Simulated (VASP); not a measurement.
# GaN (P1) in VASP: a series of runs

GaN is run at these levels: r2SCAN; tasks: single point.

Program: VASP 6.6.1. These are calculated values, not measurements. Logs are shortened: lines on timing, memory, paths and dates and some standing lists are left out, and cuts for length are marked.

**1. The cell of the first run**

The typed cell holds 4 atoms: a = 3.122 Å, b = 3.215 Å, c = 5.135 Å, α = 88.18°, β = 90.22°, γ = 119.79°.

**2. Single point, r2SCAN**

File POSCAR:

```
GaN
1.0
    3.1220990888     -0.0205256761     -0.0059001335
   -1.5788298115      2.8004270030      0.0504855758
   -0.0095939566      0.0891708845      5.1345537737
Ga N
2 2
Direct
    0.3255800000      0.6624100000      0.0032900000
    0.6663600000      0.3282900000      0.4966200000
    0.3404400000      0.6682900000      0.3748800000
    0.6738200000      0.3373600000      0.8708200000
```

File INCAR.step1:

```
PREC     = Accurate       # precision mode
ENCUT    = 520            # plane-wave cutoff, eV
ISMEAR   = 0              # smearing method
SIGMA    = 0.01           # smearing width, eV
LREAL    = False          # projectors in reciprocal space
LASPH    = True           # aspherical terms in the spheres
NELM     = 80             # most SCF steps
NBANDS   = 26             # bands
GGA      = PE             # functional
ALGO     = Normal         # electronic algorithm
EDIFF    = 1E-4           # SCF threshold, eV
LWAVE    = True           # write WAVECAR
LCHARG   = False          # write CHGCAR
```

File INCAR.step2:

```
PREC     = Accurate       # precision mode
ENCUT    = 520            # plane-wave cutoff, eV
EDIFF    = 1E-7           # SCF threshold, eV
ISMEAR   = 0              # smearing method
SIGMA    = 0.01           # smearing width, eV
LREAL    = False          # projectors in reciprocal space
LASPH    = True           # aspherical terms in the spheres
NELM     = 80             # most SCF steps
ALGO     = Normal         # electronic algorithm
ISIF     = 2              # what is computed and relaxed
LWAVE    = False          # write WAVECAR
LCHARG   = False          # write CHGCAR
METAGGA  = R2SCAN         # meta-GGA
LMIXTAU  = True         
NBANDS   = 26             # bands
ISTART   = 1
```

File KPOINTS:

```
Automatic mesh
0
Gamma
  6 6 4
```

Potentials or basis: VASP PAW PBE potentials, release 64 (Ga_d, N).

The run is started by

```sh
cat potpaw_PBE.64/Ga_d/POTCAR potpaw_PBE.64/N/POTCAR > POTCAR
cp INCAR.step1 INCAR
mpirun -np 1 vasp_std > vasp.out
cp INCAR.step2 INCAR
mpirun -np 1 vasp_std > vasp.out
```

OUTCAR:

```text
PREC = Accurate
   ENCUT = 520
   EDIFF = 1E-7
   ISMEAR = 0
   LREAL = False
   LASPH = True
   NELM = 80
   ISIF = 2
   METAGGA = R2SCAN
   ISTART = 1

 ion  position               nearest neighbor table
   1  0.326  0.662  0.003-   4 1.90   3 1.91   4 1.98   4 1.98
   2  0.666  0.328  0.497-   3 1.92   3 1.92   4 1.92   3 1.97
   3  0.340  0.668  0.375-   1 1.91   2 1.92   2 1.92   2 1.97
   4  0.674  0.337  0.871-   1 1.90   2 1.92   1 1.98   1 1.98

  LATTYP: Found a triclinic cell.
 ALAT       =     3.2152206404
 B/A-ratio  =     0.9710599935
 C/A-ratio  =     1.5971958254
 COS(alpha) =     0.0038717992
 COS(beta)  =     0.0317410827
 COS(gamma) =     0.4967928886

  Lattice vectors:

 A1 = (  -1.5788298115,   2.8004270030,   0.0504855758)
 A2 = (  -3.1220990888,   0.0205256761,   0.0059001335)
 A3 = (  -0.0095939566,   0.0891708845,   5.1345537737)

Analysis of symmetry for initial positions (statically):
=====================================================================
 Subroutine PRICEL returns:
 Original cell was already a primitive cell.

 Routine SETGRP: Setting up the symmetry group for a
 triclinic supercell.

 Subroutine GETGRP returns: Found  1 space group operations
 (whereof  1 operations were pure point group operations)
 out of a pool of  2 trial point group operations.

The static configuration has the point symmetry C_1 .

Analysis of symmetry for dynamics (positions and initial velocities):
=====================================================================
 Subroutine PRICEL returns:
 Original cell was already a primitive cell.

 Routine SETGRP: Setting up the symmetry group for a
 triclinic supercell.

 Subroutine GETGRP returns: Found  1 space group operations
 (whereof  1 operations were pure point group operations)
 out of a pool of  2 trial point group operations.

The dynamic configuration has the point symmetry C_1 .

 Subroutine INISYM returns: Found  1 space group operations
 (whereof  1 operations are pure point group operations),
 and found     1 'primitive' translations

----------------------------------------------------------------------------------------

                                     Primitive cell

  volume of cell :      44.7127

  direct lattice vectors                    reciprocal lattice vectors
     3.122099089 -0.020525676 -0.005900133     0.321484392  0.181292985 -0.002547787
    -1.578829811  2.800427003  0.050485576     0.002345285  0.358522799 -0.006222020
    -0.009593957  0.089170885  5.134553774     0.000346359 -0.003316856  0.194817142

  length of vectors
     3.122172134  3.215220640  5.135336985     0.369087865  0.358584455  0.194845683

  position of ions in fractional coordinates (direct lattice)
     0.325580000  0.662410000  0.003290000
     0.666360000  0.328290000  0.496620000
     0.340440000  0.668290000  0.374880000
     0.673820000  0.337360000  0.870820000

  ion indices of the primitive-cell ions
   primitive index   ion index
                 1           1
                 2           2
                 3           3
                 4           4

----------------------------------------------------------------------------------------

 KPOINTS: Automatic mesh

Automatic generation of k-mesh.
 Grid dimensions read from file:
 generate k-points for:    6    6    4

 Generating k-lattice:

  Cartesian coordinates                     Fractional coordinates (reciprocal lattice)
     0.053580732  0.030215497 -0.000424631     0.166666667  0.000000000  0.000000000
     0.000390881  0.059753800 -0.001037003     0.000000000  0.166666667  0.000000000
     0.000086590 -0.000829214  0.048704285     0.000000000  0.000000000  0.250000000

  Length of vectors
     0.061514644  0.059764076  0.048711421

  Shift w.r.t. Gamma in fractional coordinates (k-lattice)
     0.000000000  0.000000000  0.000000000

 Subroutine IBZKPT returns following result:
 ===========================================

 Found     76 irreducible k-points:

 Following reciprocal coordinates:
            Coordinates               Weight
  0.000000  0.000000  0.000000      1.000000
  0.166667  0.000000  0.000000      2.000000
  0.333333 -0.000000  0.000000      2.000000
  0.500000 -0.000000 -0.000000      1.000000
 -0.000000  0.166667  0.000000      2.000000
  0.166667  0.166667 -0.000000      2.000000
[... 16 lines left out ...]
  0.333333  0.000000  0.250000      2.000000
  0.500000 -0.000000  0.250000      2.000000
 [... further k-points ...]
   k-points           NKPTS =     76   k-points in BZ     NKDIM =     76   number of bands    NBANDS=     26
   number of dos      NEDOS =    301   number of ions     NIONS =      4
   total plane-waves  NPLWV =  23040
   dimension x,y,z NGX =    24 NGY =   24 NGZ =   40
   dimension x,y,z NGXF=    48 NGYF=   48 NGZF=   80
   ions per type =               2   2
   NGX,Y,Z   is equivalent  to a cutoff of  12.78, 12.41, 12.95 a.u.
   NGXF,Y,Z  is equivalent  to a cutoff of  25.56, 24.82, 25.90 a.u.
 SYSTEM =  unknown system
   PREC   = accura    normal or accurate (medium, high low for compatibility)
   ISTART =      1    job   : 0-new  1-cont  2-samecut
   ICHARG =      0    charge: 1-file 2-atom 10-const
   ISPIN  =      1    spin polarized calculation?
   LNONCOLLINEAR =      F non collinear calculations
   LSORBIT =      F    spin-orbit coupling
   LASPH  =      T    aspherical Exc in radial PAW
   ENCUT  =  520.0 eV  38.22 Ry    6.18 a.u.   5.81  5.98  9.55*2*pi/ulx,y,z
   NELM   =     80;   NELMIN=  2; NELMDL=  0     # of ELM steps
   EDIFF  = 0.1E-06   stopping-criterion for ELM
   LREAL  =      F    real-space projection
   EDIFFG = 0.1E-05   stopping-criterion for IOM
   NSW    =      0    number of steps for IOM
   IBRION =     -1    ionic relax: 0-MD 1-quasi-New 2-CG
   NFREE  =      0    steps in history (QN), initial steepest desc. (CG)
   ISIF   =      2    stress and relaxation
   ISYM   =      2    0-nonsym 1-usesym 2-fastsym
   POTIM  = 0.5000    time-step for ionic-motion
   TEBEG  =    0.0;   TEEND  =   0.0 temperature during run
   PSTRESS=    0.0 pullay stress
   NELECT =      36.0000    total number of electrons
   NUPDOWN=      -1.0000    fix difference up-down
   EMIN   =  10.00;   EMAX   =-10.00  energy-range for DOS
   EFERMI =   0.00;   METHOD = LEGACY
   ISMEAR =     0;   SIGMA  =   0.01  broadening in eV -4-tet -1-fermi 0-gaus
   EFERMI_NEDOS =   21; number of points for ismear=-14 and -15
   IALGO  =     38    algorithm
   IMIX   =      4    mixing-type and parameters
     AMIX     =   0.40;   BMIX     =  1.00
     AMIX_MAG =   1.60;   BMIX_MAG =  1.00
  volume/ion in A,a.u.               =      11.18        75.43
  Fermi-wavevector in a.u.,A,eV,Ry     =   1.522996  2.878044 31.558924  2.319515
  Thomas-Fermi vector in A             =   2.631499
   LORBIT       =      0    0 simple, 1 ext, 2 COOP (PROOUT), +10 PAW based schemes
   METAGGA = R2SCAN    functional components
   LHFCALC =     F    Hartree Fock is set to
   AEXX    =    0.0000 exact exchange contribution
   IVDW    =     0    specifies the selected vdW correction
   LEPSILON=     F    determine dielectric tensor
   LRPA    =     F    only Hartree local field effects (RPA)
 non-spin polarized calculation
 Gauss-broadening in eV      SIGMA  =   0.01
  energy-cutoff  :      520.00
  volume of cell :       44.71
 maximum number of plane-waves:      1219
   NGX = 11   NGY = 11   NGZ = 19

 number of electron      36.0000004 magnetization

 Free energy of the ion-electron system (eV)
  ---------------------------------------------------
  ext. energy  EPLUGINS =         0.00000000
  ---------------------------------------------------
  free energy    TOTEN  =       -43.72588589 eV

  energy without entropy =      -43.72588589  energy(sigma->0) =      -43.72588589

 E-fermi :   5.4485     XC(G=0): -12.7654

 val. band max:        5.4006911233   @ k =   0.0000   0.0000   0.0000
 cond. band min:       7.7276488775   @ k =   0.0000   0.0000   0.0000
 fundamental gap:      2.3269577542
 Fermi energy:         5.4484993334

 k-point     1 :       0.0000    0.0000    0.0000
  band No.  band energies     occupation
      1     -11.6956      2.00000
      2     -10.5846      2.00000
      3      -8.5755      2.00000
      4      -8.5645      2.00000
      5      -8.5552      2.00000
      6      -8.4494      2.00000
[... 18 lines left out ...]
     25      17.6941      0.00000
     26      18.2179      0.00000

 k-point     2 :       0.1667    0.0000    0.0000
  band No.  band energies     occupation
      1     -11.4228      2.00000
      2     -10.5086      2.00000
      3      -8.5322      2.00000
      4      -8.5192      2.00000
      5      -8.4797      2.00000
      6      -8.4016      2.00000
[... 18 lines left out ...]
     25      17.8644      0.00000
     26      18.2383      0.00000

 k-point     3 :       0.3333   -0.0000    0.0000
  band No.  band energies     occupation
      1     -10.8961      2.00000
      2     -10.3913      2.00000
      3      -8.4782      2.00000
      4      -8.4637      2.00000
      5      -8.3871      2.00000
      6      -8.2996      2.00000
[... 18 lines left out ...]
     25      17.8912      0.00000
     26      19.4364      0.00000

 k-point     4 :       0.5000   -0.0000   -0.0000
  band No.  band energies     occupation
      1     -10.6726      2.00000
      2     -10.3467      2.00000
      3      -8.4797      2.00000
      4      -8.4601      2.00000
      5      -8.3554      2.00000
      6      -8.2935      2.00000
[... 18 lines left out ...]
     25      18.8003      0.00000
     26      19.8216      0.00000
[... 496 lines left out ...]
      1     -11.2695      2.00000
      2     -10.5764      2.00000
      3      -8.5207      2.00000
      4      -8.5071      2.00000
      5      -8.4727      2.00000
      6      -8.4136      2.00000
[... 18 lines left out ...]
     25      17.1493      0.00000
     26      17.8901      0.00000

 k-point    23 :       0.3333    0.0000    0.2500
  band No.  band energies     occupation
      1     -10.8116      2.00000
      2     -10.4068      2.00000
      3      -8.4755      2.00000
      4      -8.4463      2.00000
      5      -8.4290      2.00000
      6      -8.3024      2.00000
[... 18 lines left out ...]
     25      17.2263      0.00000
     26      19.1242      0.00000

 k-point    24 :       0.5000   -0.0000    0.2500
  band No.  band energies     occupation
      1     -10.6304      2.00000
      2     -10.3375      2.00000
      3      -8.4953      2.00000
      4      -8.4309      2.00000
      5      -8.3980      2.00000
      6      -8.3054      2.00000
[... 18 lines left out ...]
     25      17.0056      0.00000
     26      19.6629      0.00000

 [... further k-points ...]
[... 5 lines left out ...]
  --------------------------------------------------------------------------------------
  -------------------------------------------------------------------------------------
  Total        2.4622531     -0.5844928      2.2737118      0.7349325     -0.8905691      0.4290842
  in kB       88.2291707    -20.9439529     81.4732280     26.3346131    -31.9114916     15.3752439
  external PRESSURE =      49.5861486 kB  Pullay stress =       0.0000000 kB

 VOLUME and BASIS-vectors are now :
 -----------------------------------------------------------------------------
  energy-cutoff  :      520.00
  volume of cell :       44.71
      direct lattice vectors                 reciprocal lattice vectors
     3.122099089 -0.020525676 -0.005900133     0.321484392  0.181292985 -0.002547787
    -1.578829811  2.800427003  0.050485576     0.002345285  0.358522799 -0.006222020
    -0.009593957  0.089170885  5.134553774     0.000346359 -0.003316856  0.194817142

 POSITION                                       TOTAL-FORCE (eV/Angst)
 -----------------------------------------------------------------------------------
     -0.02937      1.84864      0.04841         0.595783      0.362546     -0.807933
      1.55736      0.94996      2.56256         0.066558     -0.219485      0.188916
      0.00417      1.89794      1.95657        -0.083684      0.274779      0.095922
      1.56274      1.00857      4.48433        -0.578658     -0.417840      0.523096
 -----------------------------------------------------------------------------------
    total drift:                               -0.011367      0.015546      0.003763

  FREE ENERGIE OF THE ION-ELECTRON SYSTEM (eV)
  ---------------------------------------------------
  free  energy   TOTEN  =       -43.7258858935 eV

  energy  without entropy=      -43.7258858935  energy(sigma->0) =      -43.72588589
```

Run time: 2 min. Hardware: 1 thread of Intel Xeon 6975P-C (Granite Rapids), shared host; peak memory 0.22 GiB.

What came out:

```yaml
Free_energy: -43.7259 eV
Pressure: 5.0 GPa
Largest_force: 1.067 eV/Å
Band_gap_on_the_k_mesh: 2.33 eV, direct
```

Forces on the atoms (eV/Å):
```
Ga   0.596  0.363 -0.808
Ga   0.067 -0.219  0.189
N   -0.084  0.275  0.096
N   -0.579 -0.418  0.523
```

Stress tensor (GPa, compression positive):
```
 8.82  2.63  1.54
 2.63 -2.09 -3.19
 1.54 -3.19  8.15
```

Levels at points of the mesh, in eV from the valence-band top:
| k point | band 16 | band 17 | band 18 | band 19 | band 20 | band 21 |
| --- | --- | --- | --- | --- | --- | --- |
| (0.00, 0.00, 0.00) | -0.28 | -0.05 | 0.00 | 2.33 | 4.77 | 9.87 |
| (0.50, 0.00, 0.00) | -3.20 | -2.50 | -1.21 | 5.18 | 5.90 | 6.57 |
| (0.00, 0.50, 0.00) | -2.81 | -2.44 | -0.92 | 5.88 | 6.28 | 6.42 |
| (0.50, 0.50, 0.00) | -3.06 | -2.45 | -1.11 | 5.41 | 6.05 | 6.52 |
| (0.00, 0.00, 0.50) | -0.73 | -0.63 | -0.44 | 4.62 | 4.80 | 9.11 |
| (0.50, 0.00, 0.50) | -2.16 | -2.15 | -1.98 | 4.64 | 4.76 | 8.13 |
| (0.00, 0.50, 0.50) | -2.10 | -1.96 | -1.77 | 4.82 | 5.07 | 8.41 |
| (0.50, 0.50, 0.50) | -2.20 | -2.16 | -1.86 | 4.74 | 4.84 | 8.21 |

Caveat: the PAW data sets were made with another functional, which shifts forces and pressure a little. r2SCAN opens gaps a little over a GGA but as a rule still falls short of measured ones.

**3. Single point, r2SCAN**

This run uses another cell than the first one, of 11.23 Å³/atom, 1.005 times its volume.

File POSCAR:

```
GaN
1.0
    3.1273200000     -0.0205600000     -0.0059100000
   -1.5814700000      2.8051100000      0.0505700000
   -0.0096100000      0.0893200000      5.1431400000
Ga N
2 2
Direct
    0.3255800000      0.6624100000      0.0032900000
    0.6663600000      0.3282900000      0.4966200000
    0.3404400000      0.6682900000      0.3748800000
    0.6738200000      0.3373600000      0.8708200000
```

File INCAR.step1:

```
SYSTEM = GaN
  PREC = Accurate
  ENCUT = 520
  ISMEAR = 0
  SIGMA = 0.01
  LREAL = .False.
  LASPH = .True.
  NELM = 60
  NBANDS = 26
  GGA = PE
  ALGO = Normal
  EDIFF = 1E-4
  LWAVE = .True.
  LCHARG = .False.
```

File INCAR.step2:

```
SYSTEM = GaN
  PREC = Accurate
  ENCUT = 520
  EDIFF = 1E-6
  ISMEAR = 0
  SIGMA = 0.01
  LREAL = .False.
  LASPH = .True.
  NELM = 60
  ALGO = Normal
  ISIF = 2
  LWAVE = .False.
  LCHARG = .False.
  METAGGA = R2SCAN
  LMIXTAU = .True.
  NBANDS = 26
  ISTART = 1
```

File KPOINTS:

```
regular mesh
0
Gamma
  6 6 4
  0 0 0
```

Potentials or basis: VASP PAW PBE potentials, release 64 (Ga_d, N).

The run is started by

```sh
cat potpaw_PBE.64/Ga_d/POTCAR potpaw_PBE.64/N/POTCAR > POTCAR
cp INCAR.step1 INCAR
mpirun -np 1 vasp_std > vasp.out
cp INCAR.step2 INCAR
mpirun -np 1 vasp_std > vasp.out
```

Run time: 1.8 min. Hardware: 1 thread of Intel Xeon 6975P-C (Granite Rapids), shared host; peak memory 0.21 GiB.

The run converged. Its results:

* Free energy: -43.7323 eV
* Pressure: 3.9 GPa
* Largest force: 1.054 eV/Å
* Band gap on the k mesh: 2.29 eV, direct

Forces in eV/Å, atoms in the order of the input:
```
Ga   0.587  0.356 -0.800
Ga   0.066 -0.208  0.189
N   -0.085  0.264  0.092
N   -0.569 -0.412  0.519
```

Stress tensor (GPa, compression positive):
```
 7.73  2.59  1.50
 2.59 -3.05 -3.19
 1.50 -3.19  7.01
```

Levels at points of the mesh, in eV from the valence-band top:
| k point | band 14 | band 15 | band 16 | band 17 | band 18 | band 19 | band 20 | band 21 | band 22 | band 23 |
| --- | --- | --- | --- | --- | --- | --- | --- | --- | --- | --- |
| (0.00, 0.00, 0.00) | -1.30 | -1.17 | -0.28 | -0.05 | 0.00 | 2.29 | 4.74 | 9.84 | 10.28 | 10.82 |
| (0.50, 0.00, 0.00) | -5.49 | -4.40 | -3.18 | -2.49 | -1.20 | 5.16 | 5.88 | 6.55 | 9.48 | 10.62 |
| (0.00, 0.50, 0.00) | -5.53 | -4.56 | -2.79 | -2.42 | -0.91 | 5.86 | 6.27 | 6.39 | 9.20 | 11.16 |
| (0.50, 0.50, 0.00) | -5.43 | -4.51 | -3.05 | -2.43 | -1.10 | 5.40 | 6.02 | 6.51 | 9.38 | 10.88 |
| (0.00, 0.00, 0.50) | -4.01 | -0.89 | -0.72 | -0.63 | -0.44 | 4.59 | 4.77 | 9.08 | 9.27 | 10.59 |
| (0.50, 0.00, 0.50) | -6.74 | -2.45 | -2.15 | -2.14 | -1.96 | 4.62 | 4.75 | 8.10 | 8.69 | 10.71 |
| (0.00, 0.50, 0.50) | -6.75 | -2.36 | -2.09 | -1.95 | -1.76 | 4.80 | 5.06 | 8.38 | 8.70 | 10.42 |
| (0.50, 0.50, 0.50) | -6.68 | -2.30 | -2.19 | -2.14 | -1.85 | 4.73 | 4.82 | 8.17 | 8.69 | 10.63 |

Caveat: the PAW data sets were made with another functional, which shifts forces and pressure a little.

[end of part 1 of 2]
